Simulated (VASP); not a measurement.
# GdN (P6_3mc) in VASP: notebook

GdN is run at these levels: PBE; tasks: single point.

All numbers are computed with VASP 6.6.1; they aren't measurements. Logs are shortened: lines on timing, memory, paths and dates and some standing lists are left out, and cuts for length are marked.

## 1. The cell of the first run

Symmetry: P6_3mc, No. 186, hexagonal system. The conventional cell has a = 4.063 Å, b = 4.063 Å, c = 5.066 Å, α = 90.00°, β = 90.00°, γ = 120.00°. Gd (site symmetry 3m) has 5 N at 2.35 to 2.66 Å within 3.1 Å. Within 3.1 Å of N (site symmetry 3m) lie 5 Gd at 2.35 to 2.66 Å.

## 2. Single point, PBE, collinear spin, ferromagnetic start

INCAR

```
PREC     = Accurate       # precision mode
ENCUT    = 520            # plane-wave cutoff, eV
EDIFF    = 1E-6           # SCF threshold, eV
ISMEAR   = 0              # smearing method
SIGMA    = 0.05           # smearing width, eV
LREAL    = False          # projectors in reciprocal space
LASPH    = True           # aspherical terms in the spheres
NELM     = 150            # most SCF steps
ALGO     = Normal         # electronic algorithm
ISIF     = 2              # what is computed and relaxed
LWAVE    = False          # write WAVECAR
LCHARG   = False          # write CHGCAR
ISPIN    = 2              # spin polarisation
MAGMOM   = 0.5 0.5 0 0    # initial moments
LORBIT   = 11             # projections on sites
LMAXMIX  = 6              # l up to which the mixer works
GGA      = PE             # functional
NBANDS   = 35             # bands
```

KPOINTS

```
regular mesh
0
Gamma
  10 10 8
```

POSCAR

```
GdN
1.0
    4.0626592880      0.0000000000      0.0000000000
   -2.0313296440      3.5183661503      0.0000000000
    0.0000000000      0.0000000000      5.0658774164
Gd N
2 2
Direct
    0.6666666667      0.3333333333      0.0497796170
    0.3333333333      0.6666666667      0.5497796170
    0.6666666667      0.3333333333      0.5754203830
    0.3333333333      0.6666666667      0.0754203830
```

Potentials or basis: VASP PAW PBE potentials, release 64 (Gd, N).

Launch:

```bash
cat potpaw_PBE.64/Gd/POTCAR potpaw_PBE.64/N/POTCAR > POTCAR
mpirun -np 1 vasp_std > vasp.out
```

OUTCAR:

```text
PREC = Accurate
   ENCUT = 520
   EDIFF = 1E-6
   ISMEAR = 0
   LREAL = False
   LASPH = True
   NELM = 150
   ISIF = 2
   ISPIN = 2
   LORBIT = 11
   GGA = PE

 ion  position               nearest neighbor table
   1  0.667  0.333  0.050-   4 2.35   4 2.35   4 2.35   3 2.40   3 2.66   2 3.45   2 3.45   2 3.45
                             2 3.45   2 3.45   2 3.45
   2  0.333  0.667  0.550-   3 2.35   3 2.35   3 2.35   4 2.40   4 2.66   1 3.45   1 3.45   1 3.45
                             1 3.45   1 3.45   1 3.45
   3  0.667  0.333  0.575-   2 2.35   2 2.35   2 2.35   1 2.40   1 2.66
   4  0.333  0.667  0.075-   1 2.35   1 2.35   1 2.35   2 2.40   2 2.66

  LATTYP: Found a hexagonal cell.
 ALAT       =     4.0626592880
 C/A-ratio  =     1.2469363186

  Lattice vectors:

 A1 = (   4.0626592880,   0.0000000000,   0.0000000000)
 A2 = (  -2.0313296440,   3.5183661503,   0.0000000000)
 A3 = (   0.0000000000,   0.0000000000,   5.0658774164)

Analysis of symmetry for initial positions (statically):
=====================================================================
 Subroutine PRICEL returns:
 Original cell was already a primitive cell.

 Routine SETGRP: Setting up the symmetry group for a
 hexagonal supercell.

 Subroutine GETGRP returns: Found 12 space group operations
 (whereof  6 operations were pure point group operations)
 out of a pool of 24 trial point group operations.

The static configuration has the point symmetry C_3v.
 The point group associated with its full space group is C_6v.

Analysis of symmetry for dynamics (positions and initial velocities):
=====================================================================
 Subroutine PRICEL returns:
 Original cell was already a primitive cell.

 Routine SETGRP: Setting up the symmetry group for a
 hexagonal supercell.

 Subroutine GETGRP returns: Found 12 space group operations
 (whereof  6 operations were pure point group operations)
 out of a pool of 24 trial point group operations.

The dynamic configuration has the point symmetry C_3v.
 The point group associated with its full space group is C_6v.

Analysis of structural, dynamic, and magnetic symmetry:
=====================================================================
 Subroutine PRICEL returns:
 Original cell was already a primitive cell.

 Routine SETGRP: Setting up the symmetry group for a
 hexagonal supercell.

 Subroutine GETGRP returns: Found 12 space group operations
 (whereof  6 operations were pure point group operations)
 out of a pool of 24 trial point group operations.

The overall configuration has the point symmetry C_3v.
[... 131 lines left out ...]
   AEXX    =    0.0000 exact exchange contribution
   IVDW    =     0    specifies the selected vdW correction
   LEPSILON=     F    determine dielectric tensor
   LRPA    =     F    only Hartree local field effects (RPA)
 spin polarized calculation
 Gauss-broadening in eV      SIGMA  =   0.05
  energy-cutoff  :      520.00
  volume of cell :       72.41
 maximum number of plane-waves:      1970
   NGX = 15   NGY = 15   NGZ = 19

 number of electron      45.9999996 magnetization       7.5109545

 number of electron      45.9999986 magnetization      13.9999957

 Free energy of the ion-electron system (eV)
  ---------------------------------------------------
  ext. energy  EPLUGINS =         0.00000000
  ---------------------------------------------------
  free energy    TOTEN  =       -46.12784251 eV

  energy without entropy =      -46.12784251  energy(sigma->0) =      -46.12784251

 E-fermi :   3.2699     XC(G=0): -10.5250

 val. band max:        2.9759035862   @ k =   0.0000   0.0000   0.0000
 cond. band min:       3.6486767438   @ k =   0.3000   0.3000   0.0000
 fundamental gap:      0.6727731576
 Fermi energy:         3.2698658891

 spin component 1

 k-point     1 :       0.0000    0.0000    0.0000
  band No.  band energies     occupation
      1     -40.8443      1.00000
      2     -40.7259      1.00000
      3     -18.7245      1.00000
      4     -18.3004      1.00000
      5     -18.3004      1.00000
      6     -18.0278      1.00000
[... 901 lines left out ...]
     34       7.7252      0.00000
     35       8.3616      0.00000

 [... further k-points ...]

 spin component 2

 k-point     1 :       0.0000    0.0000    0.0000
  band No.  band energies     occupation
      1     -37.7434      1.00000
      2     -37.5911      1.00000
      3     -16.6888      1.00000
      4     -16.1563      1.00000
      5     -16.1563      1.00000
      6     -15.8214      1.00000
[... 901 lines left out ...]
     34       8.5760      0.00000
     35       9.3218      0.00000

 [... further k-points ...]
[... 5 lines left out ...]
  --------------------------------------------------------------------------------------
  -------------------------------------------------------------------------------------
  Total        0.0733765      0.0733765      0.0104597     -0.0000000     -0.0000000      0.0000000
  in kB        1.6235341      1.6235341      0.2314312     -0.0000000     -0.0000000      0.0000000
  external PRESSURE =       1.1594998 kB  Pullay stress =       0.0000000 kB

 VOLUME and BASIS-vectors are now :
 -----------------------------------------------------------------------------
  energy-cutoff  :      520.00
  volume of cell :       72.41
      direct lattice vectors                 reciprocal lattice vectors
     4.062659288  0.000000000  0.000000000     0.246144195  0.142111417  0.000000000
    -2.031329644  3.518366150  0.000000000     0.000000000  0.284222834  0.000000000
     0.000000000  0.000000000  5.065877416     0.000000000  0.000000000  0.197399171

 POSITION                                       TOTAL-FORCE (eV/Angst)
 -----------------------------------------------------------------------------------
      2.03133      1.17279      0.25218         0.000000      0.000000      0.006250
     -0.00000      2.34558      2.78512        -0.000000      0.000000      0.006250
      2.03133      1.17279      2.91501         0.000000      0.000000     -0.006250
     -0.00000      2.34558      0.38207        -0.000000     -0.000000     -0.006250
 -----------------------------------------------------------------------------------
    total drift:                                0.000000     -0.000000     -0.000151

  FREE ENERGIE OF THE ION-ELECTRON SYSTEM (eV)
  ---------------------------------------------------
  free  energy   TOTEN  =       -46.1278425121 eV

  energy  without entropy=      -46.1278425121  energy(sigma->0) =      -46.12784251

 total charge

# of ion       s       p       d       f       tot
--------------------------------------------------
    1        2.038   5.651   0.561   7.000  15.250
    2        2.038   5.651   0.561   7.000  15.250
    3        1.254   2.401   0.000   0.000   3.656
    4        1.254   2.401   0.000   0.000   3.656
--------------------------------------------------
tot          6.584  16.105   1.121  14.001  37.811

 magnetization (x)

# of ion       s       p       d       f       tot
--------------------------------------------------
    1       -0.004  -0.082   0.073   6.811   6.798
    2       -0.004  -0.082   0.073   6.811   6.798
    3       -0.007  -0.059   0.000   0.000  -0.066
    4       -0.007  -0.059   0.000   0.000  -0.066
--------------------------------------------------
tot         -0.022  -0.282   0.146  13.621  13.464
```

It took 57 min on 1 thread of Intel Xeon Platinum 8259CL at 2.50GHz (Skylake/Cascade Lake), shared host; peak memory 0.43 GiB.

Results:

| Quantity | Value |
| --- | --- |
| Free energy | -46.1278 eV |
| Pressure | 0.1 GPa |
| Largest force | 0.006 eV/Å |
| Band gap on the k mesh | 0.67 eV (least direct gap 0.95 eV) |
| Net moment | 14.00 μB per cell |
| Site moments | Gd +6.80; N -0.07 μB |
| Valence electrons inside the program's atomic spheres | Gd 15.25; N 3.66 |

Forces in eV/Å, atoms in the order of the input:
```
Gd   0.000  0.000  0.006
Gd   0.000  0.000  0.006
N    0.000  0.000 -0.006
N    0.000  0.000 -0.006
```

Levels at points of the mesh, in eV from the valence-band top:
Spin up:
```tsv
k point	band 28	band 29	band 30	band 31	band 32	band 33
(0.00, 0.00, 0.00)	-2.26	-1.35	0.00	1.49	2.50	2.50
(0.50, 0.00, 0.00)	-1.14	-1.04	-0.71	1.58	2.25	2.39
(0.00, 0.00, 0.50)	-2.64	-2.43	-2.43	3.01	3.01	4.94
(0.50, 0.00, 0.50)	-1.94	-1.22	-1.22	2.87	2.87	4.28
```
Spin down:
| k point | band 14 | band 15 | band 16 | band 17 | band 18 | band 19 |
| --- | --- | --- | --- | --- | --- | --- |
| (0.00, 0.00, 0.00) | -2.10 | -1.04 | -0.99 | 0.95 | 1.79 | 1.79 |
| (0.50, 0.00, 0.00) | -1.29 | -1.23 | -1.04 | 1.45 | 1.65 | 1.80 |
| (0.00, 0.00, 0.50) | -2.50 | -2.50 | -2.50 | 1.64 | 1.64 | 1.82 |
| (0.50, 0.00, 0.50) | -2.07 | -1.30 | -1.30 | 1.70 | 1.70 | 1.87 |

Caveat: semilocal functionals underestimate gaps, and a narrow one can read as zero; spin-orbit coupling is left out, which moves the levels of the heavy elements; semilocal functionals describe open f shells poorly, which spoils levels, moments and volumes.

## 3. Single point, PBE, collinear spin, ferromagnetic start

INCAR

```
SYSTEM = GdN
PREC = Accurate
ENCUT = 520
EDIFF = 1E-7
ISMEAR = 0
SIGMA = 0.05
LREAL = .False.
LASPH = .True.
NELM = 150
ALGO = Normal
ISIF = 2
LWAVE = .False.
LCHARG = .True.
ISPIN = 2
MAGMOM = 7.5 7.5 0 0
LORBIT = 11
LMAXMIX = 6
GGA = PE
LELF = .True.
LVHAR = .True.
NBANDS = 35
```

KPOINTS

```
regular mesh
0
Gamma
  10 10 8
  0 0 0
```

POSCAR is that of step 2.

Potentials or basis: VASP PAW PBE potentials, release 64 (Gd, N).

Launch:

```bash
cat potpaw_PBE.64/Gd/POTCAR potpaw_PBE.64/N/POTCAR > POTCAR
mpirun -np 1 vasp_std > vasp.out
```

Wall time 72 min (1 thread of Intel Xeon 8259CL, shared host); peak memory 0.43 GiB.

Results (log left out):

```yaml
Free_energy: -46.1278 eV
Pressure: 0.1 GPa
Largest_force: 0.006 eV/Å
Band_gap_on_the_k_mesh: 0.67 eV (least direct gap 0.95 eV)
Net_moment: 14.00 μB per cell
Site_moments: Gd +6.80; N -0.07 μB
Valence_electrons_inside_the_program's_atomic_spheres: Gd 15.25; N 3.66
```

Forces on the atoms (eV/Å):
```
Gd   0.000  0.000  0.006
Gd   0.000  0.000  0.006
N    0.000  0.000 -0.006
N    0.000  0.000 -0.006
```

Stress tensor (GPa, compression positive):
```
0.15 0.00 0.00
0.00 0.15 0.00
0.00 0.00 0.02
```

Levels at points of the mesh, in eV from the valence-band top:
Spin up:
```csv
k point,band 26,band 27,band 28,band 29,band 30,band 31,band 32,band 33,band 34,band 35
"(0.00, 0.00, 0.00)",-2.28,-2.26,-2.26,-1.35,0.00,1.49,2.50,2.50,4.49,5.62
"(0.50, 0.00, 0.00)",-1.85,-1.27,-1.14,-1.04,-0.71,1.58,2.25,2.39,4.98,5.01
"(0.00, 0.00, 0.50)",-2.64,-2.64,-2.64,-2.43,-2.43,3.01,3.01,4.94,4.94,4.94
"(0.50, 0.00, 0.50)",-3.09,-1.94,-1.94,-1.22,-1.22,2.87,2.87,4.28,4.28,5.42
```
Spin down:
| k point | band 13 | band 14 | band 15 | band 16 | band 17 | band 18 | band 19 | band 20 |
| --- | --- | --- | --- | --- | --- | --- | --- | --- |
| (0.00, 0.00, 0.00) | -2.10 | -2.10 | -1.04 | -0.99 | 0.95 | 1.79 | 1.79 | 1.85 |
| (0.50, 0.00, 0.00) | -1.43 | -1.29 | -1.23 | -1.04 | 1.45 | 1.65 | 1.80 | 1.95 |
| (0.00, 0.00, 0.50) | -2.50 | -2.50 | -2.50 | -2.50 | 1.64 | 1.64 | 1.82 | 1.82 |
| (0.50, 0.00, 0.50) | -2.07 | -2.07 | -1.30 | -1.30 | 1.70 | 1.70 | 1.87 | 1.87 |

Caveat: semilocal functionals underestimate gaps, and a narrow one can read as zero; spin-orbit coupling is left out, which moves the levels of the heavy elements; semilocal functionals describe open f shells poorly, which spoils levels, moments and volumes. A k mesh can miss the band edges.
